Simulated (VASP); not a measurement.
A run of VASP 6.6.1:

Contents of INCAR:

```
  PREC = Accurate
  ENCUT = 600
  EDIFF = 1E-6
  ISMEAR = -1
  SIGMA = 0.05
  LREAL = False
  LASPH = True
  NELM = 80
  ALGO = Normal
  ISIF = 3
  LWAVE = False
  LCHARG = False
  GGA = PE
  IBRION = 2
  NSW = 60
  EDIFFG = -0.005
```

Contents of KPOINTS:

```
Automatic mesh
0
Gamma
  18 18 18
```

The input POSCAR:

```
Pd
1.0
   -1.5663547490      1.5663547490      1.5663547490
    1.5663547490     -1.5663547490      1.5663547490
    1.5663547490      1.5663547490     -1.5663547490
Pd
1
Direct
    0.0000000000      0.0000000000      0.0000000000
```

Potentials or basis: VASP PAW PBE potentials, release 64 (Pd).

Launch:

```bash
$ cat potpaw_PBE.64/Pd/POTCAR > POTCAR
$ mpirun -np 1 vasp_std > vasp.out
```

Hardware: 1 thread of Intel(R) Xeon(R) Platinum 8488C (Sapphire Rapids), on a shared host.

Q: How long does it take, and how much memory?

A: Wall time 27 s on 1 thread of Intel(R) Xeon(R) Platinum 8488C (Sapphire Rapids), with other jobs on the host, peak memory 0.17 GiB. Counts: scf iterations 21, k points 195, ion steps 3.
